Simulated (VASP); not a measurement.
# Zr4Si8H in VASP: a series of runs, part 2 of 2

VASP 6.6.1. Earlier steps stand in the parts before.

## Step 3: Single point, PBEsol

Input file INCAR:

```
SYSTEM = Zr4Si8H
ALGO = Normal
DIPOL = 0.5 0.5 0.483
EDIFF = 1E-6
ENCUT = 520
GGA = PS
IDIPOL = 3
ISIF = 2
ISMEAR = 0
LASPH = .True.
LCHARG = .False.
LDIPOL = .True.
LREAL = .False.
LWAVE = .False.
NBANDS = 52
NELM = 100
PREC = Accurate
SIGMA = 0.1
```

Input file KPOINTS:

```
k-points
0
Gamma
  8 8 1
  0 0 0
```

Input file POSCAR:

```
Zr4Si8H
1.0
    3.6567655750      0.0000000000      0.0000000000
    0.0000000000      3.6742585520      0.0000000000
    0.0000000000      0.0000000000     31.4530958601
Si Zr H
8 4 1
Direct
    0.2500000000      0.5000000000      0.2702436682
    0.7500000000      0.0000000000      0.2704583514
    0.2500000000      0.0000000000      0.3611375859
    0.7500000000      0.0000000000      0.4111138191
    0.2500000000      0.0000000000      0.5024279006
    0.7500000000      0.5000000000      0.5023556793
    0.2500000000      0.5000000000      0.5953667887
    0.7500000000      0.5000000000      0.6480932133
    0.7500000000      0.5000000000      0.3376312043
    0.2500000000      0.5000000000      0.4346202008
    0.7500000000      0.0000000000      0.5691137127
    0.2500000000      0.0000000000      0.6619846606
    0.5000000000      0.0000000000      0.7141221582
```

Potentials or basis: VASP PAW PBE potentials, release 64 (Si, Zr_sv, H).

Command:

```sh
> cat potpaw_PBE.64/Si/POTCAR potpaw_PBE.64/Zr_sv/POTCAR potpaw_PBE.64/H/POTCAR > POTCAR
> mpirun -np 1 vasp_std > vasp.out
```

OUTCAR:

```text
SYSTEM = Zr4Si8H
   EDIFF = 1E-6
   ENCUT = 520
   GGA = PS
   ISIF = 2
   ISMEAR = 0
   LASPH = .True.
   LREAL = .False.
   NELM = 100
   PREC = Accurate

 ion  position               nearest neighbor table
   1  0.250  0.500  0.270-   2 2.59   2 2.59   2 2.59   2 2.59   9 2.80   9 2.80
   2  0.750  0.000  0.270-   1 2.59   1 2.59   1 2.59   1 2.59   9 2.80   9 2.80
   3  0.250  0.000  0.361-   4 2.41   4 2.41   9 2.70   9 2.70   9 2.70   9 2.70  10 2.95  10 2.95

   4  0.750  0.000  0.411-   3 2.41   3 2.41  10 2.70  10 2.70  10 2.70  10 2.70   9 2.95   9 2.95

   5  0.250  0.000  0.502-   6 2.59   6 2.59   6 2.59   6 2.59  11 2.78  11 2.78  10 2.81  10 2.81
[... 7 lines left out ...]
   9  0.750  0.500  0.338-   3 2.70   3 2.70   3 2.70   3 2.70   1 2.80   1 2.80   2 2.80   2 2.80
                             4 2.95   4 2.95  10 3.56  10 3.56
  10  0.250  0.500  0.435-   4 2.70   4 2.70   4 2.70   4 2.70   6 2.81   6 2.81   5 2.81   5 2.81
                             3 2.95   3 2.95   9 3.56   9 3.56
  11  0.750  0.000  0.569-   7 2.72   7 2.72   7 2.72   7 2.72   5 2.78   5 2.78   6 2.79   6 2.79
                             8 3.09   8 3.09  12 3.45  12 3.45
  12  0.250  0.000  0.662-  13 1.88   8 2.63   8 2.63   8 2.63   8 2.63   7 2.79   7 2.79  11 3.45
                            11 3.45
  13  0.500  0.000  0.714-  12 1.88

  LATTYP: Found a simple orthorhombic cell.
 ALAT       =     3.6567655750
 B/A-ratio  =     1.0047837294
 C/A-ratio  =     8.6013432404

  Lattice vectors:

 A1 = (   3.6567655750,   0.0000000000,   0.0000000000)
 A2 = (   0.0000000000,   3.6742585520,   0.0000000000)
 A3 = (   0.0000000000,   0.0000000000,  31.4530958601)

Analysis of symmetry for initial positions (statically):
=====================================================================
 Subroutine PRICEL returns:
 Original cell was already a primitive cell.

 Routine SETGRP: Setting up the symmetry group for a
 simple orthorhombic supercell.
[... 180 lines left out ...]

 number of electron      80.9999998 magnetization

 dipolmoment           0.000000      0.000000      0.038102 electrons x Angstroem

 Free energy of the ion-electron system (eV)
  ---------------------------------------------------
  ext. energy  EPLUGINS =         0.00000000
  ---------------------------------------------------
  free energy    TOTEN  =       -90.82700540 eV

  energy without entropy =      -90.79496228  energy(sigma->0) =      -90.81098384

 E-fermi :   1.7212     XC(G=0):  -5.9781

 val. band max:        1.7142381570   @ k =   0.1250   0.3750   0.0000
 cond. band min:       1.7303556051   @ k =   0.1250   0.1250   0.0000
 fundamental gap:      0.0161174481
 Fermi energy:         1.7212212641

 k-point     1 :       0.0000    0.0000    0.0000
  band No.  band energies     occupation
      1     -46.7015      2.00000
      2     -46.6669      2.00000
      3     -46.6128      2.00000
      4     -46.6008      2.00000
      5     -24.9702      2.00000
      6     -24.9377      2.00000
[... 1309 lines left out ...]
     51       5.2269      0.00000
     52       5.2774      0.00000

 [... further k-points ...]

------------------------ aborting loop because EDIFF is reached ----------------------------------------

 vacuum level on the upper side and lower side of the slab       (xc-potential included)         0.106        -0.395

  FORCE on cell =-STRESS in cart. coord.  units (eV):
  Direction    XX          YY          ZZ          XY          YZ          ZX
  --------------------------------------------------------------------------------------
  -------------------------------------------------------------------------------------
  Total       -1.7987778      0.5263737      2.2324543      0.0000000      0.0000000      0.8760189
  in kB       -6.8195837      1.9956049      8.4637520      0.0000000      0.0000000      3.3211906
  external PRESSURE =       1.2132577 kB  Pullay stress =       0.0000000 kB

 VOLUME and BASIS-vectors are now :
 -----------------------------------------------------------------------------
  energy-cutoff  :      520.00
  volume of cell :      422.60
      direct lattice vectors                 reciprocal lattice vectors
     3.656765575  0.000000000  0.000000000     0.273465712  0.000000000  0.000000000
     0.000000000  3.674258552  0.000000000     0.000000000  0.272163754  0.000000000
     0.000000000  0.000000000 31.453095860     0.000000000  0.000000000  0.031793373

 POSITION                                       TOTAL-FORCE (eV/Angst)
 -----------------------------------------------------------------------------------
      0.91419      1.83713      8.50000         0.004619      0.000000     -0.182440
      2.74257      0.00000      8.50675        -0.002744      0.000000     -0.277892
      0.91419      0.00000     11.35890         0.000800      0.000000     -0.387269
      2.74257      0.00000     12.93080         0.000199      0.000000      0.051622
      0.91419      0.00000     15.80291         0.017166      0.000000     -0.037219
      2.74257      1.83713     15.80064        -0.002736      0.000000     -0.039642
      0.91419      1.83713     18.72613         0.093342      0.000000     -0.209238
      2.74257      1.83713     20.38454        -0.154126      0.000000     -0.619469
      2.74257      1.83713     10.61955        -0.001430      0.000000      0.743029
      0.91419      1.83713     13.67015        -0.003811      0.000000      0.029414
      2.74257      0.00000     17.90039        -0.070986      0.000000     -0.021107
      0.91419      0.00000     20.82147        -0.404697      0.000000      0.944162
      1.82838      0.00000     22.46135         0.524404      0.000000      0.006050
 -----------------------------------------------------------------------------------
    total drift:                                0.000043      0.000000      0.000181

  FREE ENERGIE OF THE ION-ELECTRON SYSTEM (eV)
  ---------------------------------------------------
  free  energy   TOTEN  =       -90.8270054006 eV

  energy  without entropy=      -90.7949622775  energy(sigma->0) =      -90.81098384

 vacuum level on the upper side and lower side of the slab         7.403         6.891
```

stdout:

```text
POSCAR found type information on POSCAR SiZrH
 POSCAR found :  3 types and      13 ions
 scaLAPACK will be used
 -----------------------------------------------------------------------------
|                                                                             |
|                                                                             |
|     You enforced a specific xc type in the INCAR file but a different       |
|     I HOPE YOU KNOW WHAT YOU ARE DOING!                                     |
|                                                                             |
 -----------------------------------------------------------------------------

 LDA part: xc-table for (Slater+PW92), standard interpolation
 POSCAR, INCAR and KPOINTS ok, starting setup
 FFT: planning ... GRIDC
 FFT: planning ... GRID_SOFT
 FFT: planning ... GRID
 WAVECAR not read
 entering main loop
```

Wall time 21 min (1 thread of AMD EPYC 9R14 (Zen 4), shared host); peak memory 0.66 GiB.

What came out:

```
Free energy            : -90.8270 eV
Largest force          : 1.027 eV/Å
Band gap on the k mesh : zero (an odd number of electrons rules out a gap without spin polarisation)
```

Forces in eV/Å, atoms in the order of the input:
```
Si   0.005  0.000 -0.182
Si  -0.003  0.000 -0.278
Si   0.001  0.000 -0.387
Si   0.000  0.000  0.052
Si   0.017  0.000 -0.037
Si  -0.003  0.000 -0.040
Si   0.093  0.000 -0.209
Si  -0.154  0.000 -0.619
Zr  -0.001  0.000  0.743
Zr  -0.004  0.000  0.029
Zr  -0.071  0.000 -0.021
Zr  -0.405  0.000  0.944
H    0.524  0.000  0.006
```

Levels at points of the mesh, in eV from the Fermi level:
| k point | band 37 | band 38 | band 39 | band 40 | band 41 | band 42 | band 43 | band 44 | band 45 | band 46 |
| --- | --- | --- | --- | --- | --- | --- | --- | --- | --- | --- |
| (0.00, 0.00, 0.00) | -1.54 | -1.49 | -1.17 | 0.17 | 0.50 | 1.10 | 1.27 | 1.67 | 1.75 | 1.89 |
| (0.50, 0.00, 0.00) | -0.45 | -0.42 | -0.33 | -0.08 | 0.02 | 0.54 | 0.57 | 1.24 | 1.27 | 1.69 |
| (0.00, 0.50, 0.00) | -0.93 | -0.71 | -0.41 | -0.30 | -0.26 | 0.10 | 0.26 | 1.18 | 1.39 | 1.48 |
| (0.50, 0.50, 0.00) | -1.91 | -1.88 | -1.73 | -0.33 | -0.31 | 0.65 | 1.83 | 2.58 | 2.79 | 3.00 |

Caveat: the PAW data sets were made with another functional, which shifts forces and pressure a little; an odd number of electrons without spin polarisation forces a metal; a magnetic or distorted state may lie lower.

## Step 4: Single point, PBEsol

Input file INCAR:

```
SYSTEM = Zr4Si8H
  ALGO = Normal
  DIPOL = 0.5 0.5 0.482
  EDIFF = 1E-6
  ENCUT = 520
  GGA = PS
  IDIPOL = 3
  ISIF = 2
  ISMEAR = 0
  LASPH = .True.
  LCHARG = .True.
  LDIPOL = .True.
  LELF = .True.
  LREAL = .False.
  LVACPOTAV = .True.
  LVHAR = .True.
  LWAVE = .False.
  NBANDS = 52
  NELM = 80
  PREC = Accurate
  SIGMA = 0.1
```

KPOINTS is that of step 3.

Edit POSCAR of step 3 so:

```diff
@@ -20,2 +20,2 @@
     0.2500000000      0.0000000000      0.6619846606
-    0.5000000000      0.0000000000      0.7141221582
+    0.5000000000      0.5000000000      0.6953800916
```

Command:

```sh
> cat potpaw_PBE.64/Si/POTCAR potpaw_PBE.64/Zr_sv/POTCAR potpaw_PBE.64/H/POTCAR > POTCAR
> mpirun -np 1 vasp_std > vasp.out
```

Wall time 22 min (1 thread of AMD EPYC 9R14 (Zen 4), shared host); peak memory 0.66 GiB.

The run converged. Its results:

```
Free energy            : -91.0397 eV
Largest force          : 0.891 eV/Å
Band gap on the k mesh : zero (an odd number of electrons rules out a gap without spin polarisation)
```

Forces on the atoms (eV/Å):
```
Si   0.013  0.000 -0.173
Si  -0.011  0.000 -0.281
Si  -0.007  0.000 -0.338
Si   0.005  0.000  0.069
Si  -0.007  0.000  0.017
Si   0.000  0.000  0.032
Si   0.245  0.000 -0.190
Si   0.132  0.000 -0.267
Zr   0.002  0.000  0.692
Zr   0.004  0.000  0.020
Zr   0.166  0.000 -0.182
Zr   0.349  0.000  0.603
H   -0.891  0.000 -0.003
```

Levels at points of the mesh, in eV from the Fermi level:
| k point | band 36 | band 37 | band 38 | band 39 | band 40 | band 41 | band 42 | band 43 | band 44 | band 45 |
| --- | --- | --- | --- | --- | --- | --- | --- | --- | --- | --- |
| (0.00, 0.00, 0.00) | -1.65 | -1.50 | -1.28 | -0.87 | 0.16 | 0.51 | 0.92 | 1.28 | 1.42 | 1.72 |
| (0.50, 0.00, 0.00) | -1.74 | -0.44 | -0.33 | -0.09 | 0.02 | 0.09 | 0.54 | 0.57 | 0.99 | 1.16 |
| (0.00, 0.50, 0.00) | -1.11 | -0.82 | -0.44 | -0.31 | -0.30 | 0.07 | 0.25 | 1.18 | 1.26 | 1.27 |
| (0.50, 0.50, 0.00) | -2.77 | -1.90 | -1.89 | -1.86 | -0.35 | -0.32 | 0.27 | 2.13 | 2.42 | 2.58 |

Caveat: the PAW data sets were made with another functional, which shifts forces and pressure a little; an odd number of electrons without spin polarisation forces a metal; a magnetic or distorted state may lie lower.

## Step 5: Overview

| cell | gap on the mesh (eV) | largest force (eV/Å) |
| --- | --- | --- |
| as given, atomic positions A | none | 0.80 |
| as given, atomic positions B | none | 1.03 |
| as given, atomic positions C | none | 0.89 |

Alike in all rows: task single point; level PBEsol; potentials or basis VASP PAW PBE potentials, release 64 (Si, Zr_sv, H); no spin polarisation; k mesh 8 × 8 × 1; cutoff (eV) 520; smearing gaussian 0.1 eV.

Caveats: the PAW data sets were made with another functional, which shifts forces and pressure a little; an odd number of electrons without spin polarisation forces a metal; a magnetic or distorted state may lie lower.

Absolute energies hang on the potentials; compare differences alone.

The gap in the log of VASP goes by the Fermi energy; the results here count the filled bands.